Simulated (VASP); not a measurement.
# MgO2 (R-3m) in VASP: a series of runs

Runs on MgO2. Level: PBEsol. Tasks: single point.

All numbers are computed with VASP 6.6.1; they aren't measurements. Logs are shortened: lines on timing, memory, paths and dates and some standing lists are left out, and cuts for length are marked.

## Step 1: The cell of the first run

Symmetry: R-3m, No. 166, trigonal system. The conventional cell has a = 3.210 Å, b = 3.210 Å, c = 10.744 Å, α = 90.00°, β = 90.00°, γ = 120.00°. Within 2.8 Å of Mg (site symmetry -3m) lie 6 O at 2.12 Å. Within 2.0 Å of O (site symmetry 3m) lie 1 O at 1.53 Å.

## Step 2: Single point, PBEsol (strain +0.000 along x and y, +0.025 along z)

The input, INCAR:

```
PREC = Accurate
ENCUT = 840
EDIFF = 1E-6
ISMEAR = 0
SIGMA = 0.05
LREAL = False
LASPH = True
NELM = 120
ALGO = Normal
ISIF = 2
LWAVE = False
LCHARG = False
GGA = PS
NBANDS = 18
GGA_COMPAT = False
```

The input, KPOINTS:

```
Automatic mesh
0
Gamma
  12 12 12
```

The input, POSCAR:

```
MgO2
1.0
    1.6047610160      0.9265092046      3.5813283468
   -1.6047610160      0.9265092046      3.5813283468
    0.0000000000     -1.8530184092      3.5813283468
Mg O
1 2
Direct
    0.0000000000      0.0000000000      0.0000000000
    0.4287860000      0.4287860000      0.4287860000
    0.5712140000      0.5712140000      0.5712140000
```

Potentials or basis: VASP PAW PBE potentials, release 64 (Mg_sv, O).

Launch:

```sh
$ cat potpaw_PBE.64/Mg_sv/POTCAR potpaw_PBE.64/O/POTCAR > POTCAR
$ mpirun -np 1 vasp_std > vasp.out
```

OUTCAR:

```text
PREC = Accurate
   ENCUT = 840
   EDIFF = 1E-6
   ISMEAR = 0
   LREAL = False
   LASPH = True
   NELM = 120
   ISIF = 2
   GGA = PS

 ion  position               nearest neighbor table
   1  0.000  0.000  0.000-   3 2.12   3 2.12   2 2.12   2 2.12   3 2.12   2 2.12
   2  0.429  0.429  0.429-   3 1.53   1 2.12   1 2.12   1 2.12
   3  0.571  0.571  0.571-   2 1.53   1 2.12   1 2.12   1 2.12

  LATTYP: Found a trigonal (rhomboedric) cell.
 ALAT       =     4.0323181859
 COS(alpha) =     0.6832321201

  Lattice vectors:

 A1 = (   1.6047610160,   0.9265092046,   3.5813283468)
 A2 = (  -1.6047610160,   0.9265092046,   3.5813283468)
 A3 = (   0.0000000000,  -1.8530184092,   3.5813283468)

Analysis of symmetry for initial positions (statically):
=====================================================================
 Subroutine PRICEL returns:
 Original cell was already a primitive cell.

 Routine SETGRP: Setting up the symmetry group for a
 trigonal (rhombohedral) supercell.

 Subroutine GETGRP returns: Found 12 space group operations
 (whereof 12 operations were pure point group operations)
 out of a pool of 12 trial point group operations.

The static configuration has the point symmetry D_3d.

Analysis of symmetry for dynamics (positions and initial velocities):
=====================================================================
 Subroutine PRICEL returns:
 Original cell was already a primitive cell.

 Routine SETGRP: Setting up the symmetry group for a
 trigonal (rhombohedral) supercell.

 Subroutine GETGRP returns: Found 12 space group operations
 (whereof 12 operations were pure point group operations)
 out of a pool of 12 trial point group operations.

The dynamic configuration has the point symmetry D_3d.

 Subroutine INISYM returns: Found 12 space group operations
 (whereof 12 operations are pure point group operations),
 and found     1 'primitive' translations

----------------------------------------------------------------------------------------

                                     Primitive cell

  volume of cell :      31.9489

  direct lattice vectors                    reciprocal lattice vectors
     1.604761016  0.926509205  3.581328347     0.311572873  0.179886682  0.093075334
    -1.604761016  0.926509205  3.581328347    -0.311572873  0.179886682  0.093075334
     0.000000000 -1.853018409  3.581328347     0.000000000 -0.359773364  0.093075334

  length of vectors
     4.032318186  4.032318186  4.032318186     0.371617937  0.371617937  0.371617937

  position of ions in fractional coordinates (direct lattice)
     0.000000000  0.000000000  0.000000000
     0.428786000  0.428786000  0.428786000
     0.571214000  0.571214000  0.571214000

  ion indices of the primitive-cell ions
   primitive index   ion index
                 1           1
                 2           2
                 3           3

----------------------------------------------------------------------------------------

 KPOINTS: Automatic mesh

Automatic generation of k-mesh.
 Grid dimensions read from file:
 generate k-points for:   12   12   12

 Generating k-lattice:

  Cartesian coordinates                     Fractional coordinates (reciprocal lattice)
     0.025964406  0.014990557  0.007756278     0.083333333  0.000000000  0.000000000
    -0.025964406  0.014990557  0.007756278     0.000000000  0.083333333  0.000000000
     0.000000000 -0.029981114  0.007756278     0.000000000  0.000000000  0.083333333

  Length of vectors
     0.030968161  0.030968161  0.030968161

  Shift w.r.t. Gamma in fractional coordinates (k-lattice)
     0.000000000  0.000000000  0.000000000

 Subroutine IBZKPT returns following result:
 ===========================================

 Found    189 irreducible k-points:

 Following reciprocal coordinates:
            Coordinates               Weight
  0.000000  0.000000  0.000000      1.000000
  0.083333  0.000000  0.000000      6.000000
  0.166667  0.000000 -0.000000      6.000000
  0.250000  0.000000  0.000000      6.000000
  0.333333  0.000000  0.000000      6.000000
  0.416667 -0.000000  0.000000      6.000000
[... 16 lines left out ...]
  0.500000  0.166667  0.000000     12.000000
 -0.416667  0.166667 -0.000000     12.000000
 [... further k-points ...]
   k-points           NKPTS =    189   k-points in BZ     NKDIM =    189   number of bands    NBANDS=     18
   number of dos      NEDOS =    301   number of ions     NIONS =      3
   total plane-waves  NPLWV =  64000
   dimension x,y,z NGX =    40 NGY =   40 NGZ =   40
   dimension x,y,z NGXF=    80 NGYF=   80 NGZF=   80
   ions per type =               1   2
   NGX,Y,Z   is equivalent  to a cutoff of  16.49, 16.49, 16.49 a.u.
   NGXF,Y,Z  is equivalent  to a cutoff of  32.98, 32.98, 32.98 a.u.
 SYSTEM =  unknown system
   PREC   = accura    normal or accurate (medium, high low for compatibility)
   ISTART =      0    job   : 0-new  1-cont  2-samecut
   ICHARG =      2    charge: 1-file 2-atom 10-const
   ISPIN  =      1    spin polarized calculation?
   LNONCOLLINEAR =      F non collinear calculations
   LSORBIT =      F    spin-orbit coupling
   LASPH  =      T    aspherical Exc in radial PAW
   ENCUT  =  840.0 eV  61.74 Ry    7.86 a.u.   9.53  9.53  9.53*2*pi/ulx,y,z
   NELM   =    120;   NELMIN=  2; NELMDL= -5     # of ELM steps
   EDIFF  = 0.1E-05   stopping-criterion for ELM
   LREAL  =      F    real-space projection
[... 7 lines left out ...]
   TEBEG  =    0.0;   TEEND  =   0.0 temperature during run
   PSTRESS=    0.0 pullay stress
   NELECT =      22.0000    total number of electrons
   NUPDOWN=      -1.0000    fix difference up-down
   EMIN   =  10.00;   EMAX   =-10.00  energy-range for DOS
   EFERMI =   0.00;   METHOD = LEGACY
   ISMEAR =     0;   SIGMA  =   0.05  broadening in eV -4-tet -1-fermi 0-gaus
   EFERMI_NEDOS =   21; number of points for ismear=-14 and -15
   IALGO  =     38    algorithm
   IMIX   =      4    mixing-type and parameters
     AMIX     =   0.40;   BMIX     =  1.00
     AMIX_MAG =   1.60;   BMIX_MAG =  1.00
  volume/ion in A,a.u.               =      10.65        71.87
  Fermi-wavevector in a.u.,A,eV,Ry     =   1.445652  2.731887 28.434965  2.089911
  Thomas-Fermi vector in A             =   2.563810
   LORBIT       =      0    0 simple, 1 ext, 2 COOP (PROOUT), +10 PAW based schemes
   GGA     = PS    functional components
   LHFCALC =     F    Hartree Fock is set to
   AEXX    =    0.0000 exact exchange contribution
   IVDW    =     0    specifies the selected vdW correction
   LEPSILON=     F    determine dielectric tensor
   LRPA    =     F    only Hartree local field effects (RPA)
 non-spin polarized calculation
 Gauss-broadening in eV      SIGMA  =   0.05
  energy-cutoff  :      840.00
  volume of cell :       31.95
 maximum number of plane-waves:      1791
 NGX is ok and might be reduce to    40
   NGX = 19   NGY = 19   NGZ = 19

 number of electron      22.0000000 magnetization

 Free energy of the ion-electron system (eV)
  ---------------------------------------------------
  ext. energy  EPLUGINS =         0.00000000
  ---------------------------------------------------
  free energy    TOTEN  =       -17.12823101 eV

  energy without entropy =      -17.12823101  energy(sigma->0) =      -17.12823101

 E-fermi :   2.4881     XC(G=0): -10.5106

 val. band max:        2.0952428434   @ k =   0.5000   0.5000   0.5000
 cond. band min:       3.8186436552   @ k =   0.5000   0.5000   0.5000
 fundamental gap:      1.7234008118
 Fermi energy:         2.4880987786

 k-point     1 :       0.0000    0.0000    0.0000
  band No.  band energies     occupation
      1     -70.9507      2.00000
      2     -37.9087      2.00000
      3     -37.8939      2.00000
      4     -37.8939      2.00000
      5     -18.6346      2.00000
      6     -12.4744      2.00000
[... 10 lines left out ...]
     17      16.9967      0.00000
     18      18.5244      0.00000

 k-point     2 :       0.0833    0.0000    0.0000
  band No.  band energies     occupation
      1     -70.9505      2.00000
      2     -37.9084      2.00000
      3     -37.8961      2.00000
      4     -37.8944      2.00000
      5     -18.6016      2.00000
      6     -12.4910      2.00000
[... 10 lines left out ...]
     17      17.1873      0.00000
     18      18.1951      0.00000

 k-point     3 :       0.1667    0.0000   -0.0000
  band No.  band energies     occupation
      1     -70.9500      2.00000
      2     -37.9075      2.00000
      3     -37.9022      2.00000
      4     -37.8957      2.00000
      5     -18.5099      2.00000
      6     -12.5364      2.00000
[... 10 lines left out ...]
     17      17.4506      0.00000
     18      17.7348      0.00000

 k-point     4 :       0.2500    0.0000    0.0000
  band No.  band energies     occupation
      1     -70.9495      2.00000
      2     -37.9108      2.00000
      3     -37.9061      2.00000
      4     -37.8975      2.00000
      5     -18.3808      2.00000
      6     -12.5991      2.00000
[... 10 lines left out ...]
     17      16.8177      0.00000
     18      18.4769      0.00000

 k-point     5 :       0.3333    0.0000    0.0000
  band No.  band energies     occupation
      1     -70.9489      2.00000
      2     -37.9191      2.00000
      3     -37.9050      2.00000
      4     -37.8992      2.00000
      5     -18.2468      2.00000
      6     -12.6632      2.00000
[... 10 lines left out ...]
     17      16.6150      0.00000
     18      18.8125      0.00000

 k-point     6 :       0.4167   -0.0000    0.0000
  band No.  band energies     occupation
      1     -70.9484      2.00000
      2     -37.9251      2.00000
      3     -37.9041      2.00000
      4     -37.9005      2.00000
      5     -18.1452      2.00000
      6     -12.7113      2.00000
[... 10 lines left out ...]
     17      16.4105      0.00000
     18      18.9274      0.00000

 k-point     7 :       0.5000    0.0000    0.0000
  band No.  band energies     occupation
      1     -70.9482      2.00000
      2     -37.9274      2.00000
      3     -37.9038      2.00000
      4     -37.9010      2.00000
      5     -18.1073      2.00000
      6     -12.7292      2.00000
[... 10 lines left out ...]
     17      16.2474      0.00000
     18      18.9639      0.00000

 k-point     8 :       0.0833    0.0833    0.0000
  band No.  band energies     occupation
      1     -70.9505      2.00000
      2     -37.9084      2.00000
      3     -37.8961      2.00000
      4     -37.8944      2.00000
      5     -18.5924      2.00000
      6     -12.5275      2.00000
[... 10 lines left out ...]
     17      17.0447      0.00000
     18      18.1133      0.00000
[... 229 lines left out ...]
     17      17.1981      0.00000
     18      17.4674      0.00000

 k-point    20 :       0.2500    0.1667    0.0000
  band No.  band energies     occupation
      1     -70.9497      2.00000
      2     -37.9071      2.00000
      3     -37.9070      2.00000
      4     -37.8973      2.00000
      5     -18.3848      2.00000
      6     -12.7405      2.00000
[... 10 lines left out ...]
     17      17.3359      0.00000
     18      17.8252      0.00000

 k-point    21 :       0.3333    0.1667    0.0000
  band No.  band energies     occupation
      1     -70.9492      2.00000
      2     -37.9131      2.00000
      3     -37.9061      2.00000
      4     -37.9000      2.00000
      5     -18.2679      2.00000
      6     -12.8020      2.00000
[... 10 lines left out ...]
     17      17.3892      0.00000
     18      18.4691      0.00000

 k-point    22 :       0.4167    0.1667    0.0000
  band No.  band energies     occupation
      1     -70.9487      2.00000
      2     -37.9188      2.00000
      3     -37.9051      2.00000
      4     -37.9029      2.00000
      5     -18.1573      2.00000
      6     -12.8314      2.00000
[... 10 lines left out ...]
     17      17.0711      0.00000
     18      19.0143      0.00000

 k-point    23 :       0.5000    0.1667    0.0000
  band No.  band energies     occupation
      1     -70.9483      2.00000
      2     -37.9229      2.00000
      3     -37.9055      2.00000
      4     -37.9040      2.00000
      5     -18.0846      2.00000
      6     -12.8197      2.00000
[... 10 lines left out ...]
     17      16.5572      0.00000
     18      19.2553      0.00000

 k-point    24 :      -0.4167    0.1667   -0.0000
  band No.  band energies     occupation
      1     -70.9482      2.00000
      2     -37.9243      2.00000
      3     -37.9063      2.00000
      4     -37.9037      2.00000
      5     -18.0720      2.00000
      6     -12.7688      2.00000
[... 10 lines left out ...]
     17      16.1844      0.00000
     18      19.1790      0.00000

 [... further k-points ...]

------------------------ aborting loop because EDIFF is reached ----------------------------------------

  FORCE on cell =-STRESS in cart. coord.  units (eV):
  Direction    XX          YY          ZZ          XY          YZ          ZX
  --------------------------------------------------------------------------------------
  -------------------------------------------------------------------------------------
  Total       -0.8151450     -0.8151450     -3.4370506      0.0000000     -0.0000000      0.0000000
  in kB      -40.8780321    -40.8780321   -172.3617979      0.0000000     -0.0000000      0.0000000
  external PRESSURE =     -84.7059541 kB  Pullay stress =       0.0000000 kB

 VOLUME and BASIS-vectors are now :
 -----------------------------------------------------------------------------
  energy-cutoff  :      840.00
  volume of cell :       31.95
      direct lattice vectors                 reciprocal lattice vectors
     1.604761016  0.926509205  3.581328347     0.311572873  0.179886682  0.093075334
    -1.604761016  0.926509205  3.581328347    -0.311572873  0.179886682  0.093075334
     0.000000000 -1.853018409  3.581328347     0.000000000 -0.359773364  0.093075334

 POSITION                                       TOTAL-FORCE (eV/Angst)
 -----------------------------------------------------------------------------------
      0.00000      0.00000      0.00000        -0.000000     -0.000000      0.000000
      0.00000      0.00000      4.60687         0.000000      0.000000      0.754123
      0.00000      0.00000      6.13711         0.000000     -0.000000     -0.754123
 -----------------------------------------------------------------------------------
    total drift:                                0.000000     -0.000000      0.000000

  FREE ENERGIE OF THE ION-ELECTRON SYSTEM (eV)
  ---------------------------------------------------
  free  energy   TOTEN  =       -17.1282310114 eV

  energy  without entropy=      -17.1282310114  energy(sigma->0) =      -17.12823101
```

Run time: 3.6 min. Hardware: 1 thread of Intel Xeon Platinum 8375C at 2.90GHz (Ice Lake), shared host; peak memory 0.38 GiB.

What came out:

* Free energy: -17.1282 eV
* Pressure: -8.5 GPa
* Largest force: 0.754 eV/Å
* Band gap on the k mesh: 1.72 eV

Forces on the atoms (eV/Å):
```
Mg   0.000  0.000  0.000
O    0.000  0.000  0.754
O    0.000  0.000 -0.754
```

Caveat: the cell differs from its parent crystal (strain +0.000 along x and y, +0.025 along z); the stress differs along the axes, from -17 to -4 GPa; the PAW data sets were made with another functional, which shifts forces and pressure a little.

(Part 1 of 2 ends here.)
